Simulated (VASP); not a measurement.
# C in VASP: single point with PBE+D3(BJ)

Aim: the single point of C with PBE+D3(BJ).

Program: VASP 6.6.1. These are calculated values, not measurements. Logs are shortened: lines on timing, memory, paths and dates and some standing lists are left out, and cuts for length are marked.

### 1 The cell of the first run

The cell holds a slab with vacuum, 4 atoms: a = 2.466 Å, b = 2.466 Å, c = 17.500 Å, α = 90.00°, β = 90.00°, γ = 120.00°.

### 2 Single point, PBE+D3(BJ)

INCAR

```
SYSTEM = C
PREC     = Accurate       ! precision mode
ENCUT    = 520            ! plane-wave cutoff, eV
EDIFF    = 1E-6           ! SCF threshold, eV
ISMEAR   = 0              ! smearing method
SIGMA    = 0.1            ! smearing width, eV
LREAL    = .FALSE.        ! projectors in reciprocal space
LASPH    = .TRUE.         ! aspherical terms in the spheres
NELM     = 60             ! most SCF steps
ALGO     = Normal         ! electronic algorithm
ISIF     = 2              ! what is computed and relaxed
LWAVE    = .FALSE.        ! write WAVECAR
LCHARG   = .FALSE.        ! write CHGCAR
LDIPOL   = .TRUE.       
IDIPOL   = 3            
DIPOL    = 0.5 0.5 0.355
GGA      = PE             ! functional
IVDW     = 12             ! dispersion correction
NBANDS   = 16             ! bands
```

KPOINTS

```
regular mesh
0
G
  15 15 1
  0 0 0
```

POSCAR

```
C
1.0
    2.4657189596      0.0000000000      0.0000000000
   -1.2328594798      2.1353752576      0.0000000000
    0.0000000000      0.0000000000     17.5000000000
C
4
Direct
    0.3333333333      0.6666666667      0.2571426180
    0.6666666667      0.3333333333      0.2571568300
    0.5000000000      1.3333333333      0.4523321851
    0.8333333333      1.0000000000      0.4523512330
```

Potentials or basis: VASP PAW PBE potentials, release 64 (C).

The run is started by

```console
cat potpaw_PBE.64/C/POTCAR > POTCAR
mpirun -np 1 vasp_std > vasp.out
```

OUTCAR:

```text
SYSTEM = C
   PREC = Accurate
   ENCUT = 520
   EDIFF = 1E-6
   ISMEAR = 0
   LREAL = .FALSE.
   LASPH = .TRUE.
   NELM = 60
   ISIF = 2
   GGA = PE
   IVDW = 12
 IVDW          = 12

 ion  position               nearest neighbor table
   1  0.333  0.667  0.257-   2 1.42   2 1.42   2 1.42
   2  0.667  0.333  0.257-   1 1.42   1 1.42   1 1.42
   3  0.500  0.333  0.452-   4 1.42   4 1.42   4 1.42
   4  0.833  0.000  0.452-   3 1.42   3 1.42   3 1.42

  LATTYP: Found a hexagonal cell.
 ALAT       =     2.4657189596
 C/A-ratio  =     7.0973214250

  Lattice vectors:

 A1 = (   2.4657189596,   0.0000000000,   0.0000000000)
 A2 = (  -1.2328594798,   2.1353752576,   0.0000000000)
 A3 = (   0.0000000000,   0.0000000000,  17.5000000000)

Analysis of symmetry for initial positions (statically):
=====================================================================
 Subroutine PRICEL returns:
 Original cell was already a primitive cell.

 Routine SETGRP: Setting up the symmetry group for a
 hexagonal supercell.

 Subroutine GETGRP returns: Found  2 space group operations
 (whereof  1 operations were pure point group operations)
 out of a pool of 24 trial point group operations.

The static configuration has the point symmetry C_1 .
 The point group associated with its full space group is S_2 .

Analysis of symmetry for dynamics (positions and initial velocities):
=====================================================================
 Subroutine PRICEL returns:
 Original cell was already a primitive cell.

 Routine SETGRP: Setting up the symmetry group for a
 hexagonal supercell.

 Subroutine GETGRP returns: Found  2 space group operations
 (whereof  1 operations were pure point group operations)
 out of a pool of 24 trial point group operations.

The dynamic configuration has the point symmetry C_1 .
 The point group associated with its full space group is S_2 .

 Subroutine INISYM returns: Found  2 space group operations
 (whereof  1 operations are pure point group operations),
 and found     1 'primitive' translations

----------------------------------------------------------------------------------------

                                     Primitive cell

  volume of cell :      92.1416

  direct lattice vectors                    reciprocal lattice vectors
     2.465718960  0.000000000  0.000000000     0.405561224  0.234150882  0.000000000
    -1.232859480  2.135375258  0.000000000     0.000000000  0.468301764  0.000000000
     0.000000000  0.000000000 17.500000000     0.000000000  0.000000000  0.057142857

  length of vectors
     2.465718960  2.465718960 17.500000000     0.468301764  0.468301764  0.057142857

  position of ions in fractional coordinates (direct lattice)
     0.333333333  0.666666667  0.257142618
     0.666666667  0.333333333  0.257156830
     0.500000000  0.333333333  0.452332185
     0.833333333  0.000000000  0.452351233

  ion indices of the primitive-cell ions
   primitive index   ion index
                 1           1
                 2           2
                 3           3
                 4           4

----------------------------------------------------------------------------------------

 KPOINTS: regular mesh

Automatic generation of k-mesh.
 Grid dimensions read from file:
 generate k-points for:   15   15    1

 Generating k-lattice:

  Cartesian coordinates                     Fractional coordinates (reciprocal lattice)
     0.027037415  0.015610059  0.000000000     0.066666667  0.000000000  0.000000000
     0.000000000  0.031220118  0.000000000     0.000000000  0.066666667  0.000000000
     0.000000000  0.000000000  0.057142857     0.000000000  0.000000000  1.000000000

  Length of vectors
     0.031220118  0.031220118  0.057142857

  Shift w.r.t. Gamma in fractional coordinates (k-lattice)
     0.000000000  0.000000000  0.000000000

 Subroutine IBZKPT returns following result:
 ===========================================

 Found    113 irreducible k-points:

 Following reciprocal coordinates:
            Coordinates               Weight
  0.000000  0.000000  0.000000      1.000000
  0.066667  0.000000  0.000000      2.000000
  0.000000  0.066667  0.000000      2.000000
 -0.066667  0.066667  0.000000      2.000000
  0.133333  0.000000  0.000000      2.000000
  0.000000  0.133333  0.000000      2.000000
[... 16 lines left out ...]
  0.066667  0.066667  0.000000      2.000000
 -0.066667  0.133333  0.000000      2.000000
 [... further k-points ...]
   k-points           NKPTS =    113   k-points in BZ     NKDIM =    113   number of bands    NBANDS=     16
   number of dos      NEDOS =    301   number of ions     NIONS =      4
   total plane-waves  NPLWV =  45360
   dimension x,y,z NGX =    18 NGY =   18 NGZ =  140
   dimension x,y,z NGXF=    36 NGYF=   36 NGZF=  280
   ions per type =               4
   NGX,Y,Z   is equivalent  to a cutoff of  12.14, 12.14, 13.30 a.u.
   NGXF,Y,Z  is equivalent  to a cutoff of  24.27, 24.27, 26.60 a.u.
 SYSTEM =  C
   PREC   = accura    normal or accurate (medium, high low for compatibility)
   ISTART =      0    job   : 0-new  1-cont  2-samecut
   ICHARG =      2    charge: 1-file 2-atom 10-const
   ISPIN  =      1    spin polarized calculation?
   LNONCOLLINEAR =      F non collinear calculations
   LSORBIT =      F    spin-orbit coupling
   LASPH  =      T    aspherical Exc in radial PAW
   ENCUT  =  520.0 eV  38.22 Ry    6.18 a.u.   4.58  4.58 32.54*2*pi/ulx,y,z
   NELM   =     60;   NELMIN=  2; NELMDL= -5     # of ELM steps
   EDIFF  = 0.1E-05   stopping-criterion for ELM
   LREAL  =      F    real-space projection
   EDIFFG = 0.1E-04   stopping-criterion for IOM
   NSW    =      0    number of steps for IOM
   IBRION =     -1    ionic relax: 0-MD 1-quasi-New 2-CG
   NFREE  =      0    steps in history (QN), initial steepest desc. (CG)
   ISIF   =      2    stress and relaxation
   ISYM   =      2    0-nonsym 1-usesym 2-fastsym
   POTIM  = 0.5000    time-step for ionic-motion
   TEBEG  =    0.0;   TEEND  =   0.0 temperature during run
   PSTRESS=    0.0 pullay stress
   NELECT =      16.0000    total number of electrons
   NUPDOWN=      -1.0000    fix difference up-down
   EMIN   =  10.00;   EMAX   =-10.00  energy-range for DOS
   EFERMI =   0.00;   METHOD = LEGACY
   ISMEAR =     0;   SIGMA  =   0.10  broadening in eV -4-tet -1-fermi 0-gaus
   EFERMI_NEDOS =   21; number of points for ismear=-14 and -15
   IALGO  =     38    algorithm
   IMIX   =      4    mixing-type and parameters
     AMIX     =   0.40;   BMIX     =  1.00
     AMIX_MAG =   1.60;   BMIX_MAG =  1.00
  volume/ion in A,a.u.               =      23.04       155.45
  Fermi-wavevector in a.u.,A,eV,Ry     =   0.913334  1.725951 11.349690  0.834179
  Thomas-Fermi vector in A             =   2.037833
   LORBIT       =      0    0 simple, 1 ext, 2 COOP (PROOUT), +10 PAW based schemes
   GGA     = PE    functional components
   LHFCALC =     F    Hartree Fock is set to
   AEXX    =    0.0000 exact exchange contribution
   IVDW    =    12    specifies the selected vdW correction
   LEPSILON=     F    determine dielectric tensor
   LRPA    =     F    only Hartree local field effects (RPA)
 non-spin polarized calculation
 Gauss-broadening in eV      SIGMA  =   0.10
  energy-cutoff  :      520.00
  volume of cell :       92.14
 maximum number of plane-waves:      2521
   NGX =  9   NGY =  9   NGZ = 65

 dipolmoment           0.000000      0.000000     -0.000000 electrons x Angstroem

 number of electron      15.9999996 magnetization

 dipolmoment           0.000000      0.000000      0.000328 electrons x Angstroem

 Free energy of the ion-electron system (eV)
  ---------------------------------------------------
  ext. energy  EPLUGINS =         0.00000000
  ---------------------------------------------------
  free energy    TOTEN  =       -36.87719377 eV

  energy without entropy =      -36.87682599  energy(sigma->0) =      -36.87700988

 E-fermi :  -0.8368     XC(G=0):  -4.4434

 val. band max:       -0.9370310936   @ k =   0.3333   0.3333   0.0000
 cond. band min:      -0.7366710395   @ k =   0.3333   0.3333   0.0000
 fundamental gap:      0.2003600541
 Fermi energy:        -0.8368481802

 k-point     1 :       0.0000    0.0000    0.0000
  band No.  band energies     occupation
      1     -20.4135      2.00000
      2     -20.2826      2.00000
      3      -8.8802      2.00000
      4      -7.9903      2.00000
      5      -3.8714      2.00000
      6      -3.8681      2.00000
[... 8 lines left out ...]
     15       7.4835      0.00000
     16       7.4909      0.00000

 k-point     2 :       0.0667    0.0000    0.0000
  band No.  band energies     occupation
      1     -20.3080      2.00000
      2     -20.1779      2.00000
      3      -8.7532      2.00000
      4      -7.8668      2.00000
      5      -4.2950      2.00000
      6      -4.2843      2.00000
[... 8 lines left out ...]
     15       7.5479      0.00000
     16       7.9215      0.00000

 k-point     3 :       0.0000    0.0667    0.0000
  band No.  band energies     occupation
      1     -20.3080      2.00000
      2     -20.1779      2.00000
      3      -8.7531      2.00000
      4      -7.8669      2.00000
      5      -4.2960      2.00000
      6      -4.2830      2.00000
[... 8 lines left out ...]
     15       7.5544      0.00000
     16       7.9321      0.00000

 k-point     4 :      -0.0667    0.0667    0.0000
  band No.  band energies     occupation
      1     -20.3080      2.00000
      2     -20.1779      2.00000
      3      -8.7531      2.00000
      4      -7.8669      2.00000
      5      -4.2969      2.00000
      6      -4.2819      2.00000
[... 8 lines left out ...]
     15       7.5598      0.00000
     16       7.9350      0.00000

 k-point     5 :       0.1333    0.0000    0.0000
  band No.  band energies     occupation
      1     -19.9923      2.00000
      2     -19.8647      2.00000
      3      -8.3741      2.00000
      4      -7.4987      2.00000
      5      -5.4277      2.00000
      6      -5.4069      2.00000
[... 8 lines left out ...]
     15       7.5940      0.00000
     16       8.8871      0.00000

 k-point     6 :       0.0000    0.1333    0.0000
  band No.  band energies     occupation
      1     -19.9922      2.00000
      2     -19.8647      2.00000
      3      -8.3738      2.00000
      4      -7.4991      2.00000
      5      -5.4285      2.00000
      6      -5.4059      2.00000
[... 8 lines left out ...]
     15       7.5909      0.00000
     16       8.8920      0.00000
[... 267 lines left out ...]
 k-point    21 :       0.0000    0.4667    0.0000
  band No.  band energies     occupation
      1     -15.5062      2.00000
      2     -15.4238      2.00000
      3     -13.6974      2.00000
      4     -13.6285      2.00000
      5      -7.2233      2.00000
      6      -7.2104      2.00000
[... 8 lines left out ...]
     15      10.8881      0.00000
     16      11.3810      0.00000

 k-point    22 :      -0.4667    0.4667    0.0000
  band No.  band energies     occupation
      1     -15.5035      2.00000
      2     -15.4267      2.00000
      3     -13.6960      2.00000
      4     -13.6297      2.00000
      5      -7.2272      2.00000
      6      -7.2065      2.00000
[... 8 lines left out ...]
     15      10.8874      0.00000
     16      11.3794      0.00000

 k-point    23 :       0.0667    0.0667    0.0000
  band No.  band energies     occupation
      1     -20.0974      2.00000
      2     -19.9690      2.00000
      3      -8.5001      2.00000
      4      -7.6211      2.00000
      5      -5.0170      2.00000
      6      -5.0114      2.00000
[... 8 lines left out ...]
     15       7.7319      0.00000
     16       8.7684      0.00000

 k-point    24 :      -0.0667    0.1333    0.0000
  band No.  band energies     occupation
      1     -20.0974      2.00000
      2     -19.9690      2.00000
      3      -8.4997      2.00000
      4      -7.6215      2.00000
      5      -5.0242      2.00000
      6      -5.0034      2.00000
[... 8 lines left out ...]
     15       7.7499      0.00000
     16       8.7691      0.00000

 [... further k-points ...]

------------------------ aborting loop because EDIFF is reached ----------------------------------------

 vacuum level on the upper side and lower side of the slab       (xc-potential included)        -0.114        -0.126

 Edisp (eV)   -0.47364

 E8    (eV) :    -0.1413

  FORCE on cell =-STRESS in cart. coord.  units (eV):
  Direction    XX          YY          ZZ          XY          YZ          ZX
  --------------------------------------------------------------------------------------
  -------------------------------------------------------------------------------------
  Total       0.10924     0.11507    -0.02557    -0.01821    -0.01381     0.02512
  in kB       1.89945     2.00078    -0.44458    -0.31665    -0.24021     0.43682
  external pressure =        1.15 kB  Pullay stress =        0.00 kB

 VOLUME and BASIS-vectors are now :
 -----------------------------------------------------------------------------
  energy-cutoff  :      520.00
  volume of cell :       92.14
      direct lattice vectors                 reciprocal lattice vectors
     2.465718960  0.000000000  0.000000000     0.405561224  0.234150882  0.000000000
    -1.232859480  2.135375258  0.000000000     0.000000000  0.468301764  0.000000000
     0.000000000  0.000000000 17.500000000     0.000000000  0.000000000  0.057142857

 POSITION                                       TOTAL-FORCE (eV/Angst)
 -----------------------------------------------------------------------------------
     -0.00000      1.42358      4.50000        -0.002744      0.002614     -0.000362
      1.23286      0.71179      4.50024        -0.004612      0.001427      0.000383
      0.82191      0.71179      7.91581         0.004612     -0.001427     -0.000383
      2.05477      0.00000      7.91615         0.002744     -0.002614      0.000362
 -----------------------------------------------------------------------------------
    total drift:                                0.000004      0.000002      0.075395

  FREE ENERGIE OF THE ION-ELECTRON SYSTEM (eV)
  ---------------------------------------------------
  free  energy   TOTEN  =       -37.3508361744 eV

  energy  without entropy=      -37.3504683950  energy(sigma->0) =      -37.35065228

 vacuum level on the upper side and lower side of the slab         3.388         3.375
```

Wall time 99 s (1 thread of Intel Xeon 6975P-C (Granite Rapids), shared host); peak memory 0.27 GiB.

Results:

| Property | Result |
| --- | --- |
| Free energy | -37.3508 eV |
| Largest force | 0.005 eV/Å |
| Band gap on the k mesh | 0.20 eV, direct |
| Dispersion energy per atom | -0.118 eV |

Forces on the atoms (eV/Å):
```
C   -0.003  0.003  0.000
C   -0.005  0.001  0.000
C    0.005 -0.001  0.000
C    0.003 -0.003  0.000
```

Levels at points of the mesh, in eV from the valence-band top:
| k point | band 6 | band 7 | band 8 | band 9 | band 10 | band 11 |
| --- | --- | --- | --- | --- | --- | --- |
| (0.00, 0.00, 0.00) | -2.93 | -2.93 | -2.92 | 3.50 | 3.96 | 4.88 |
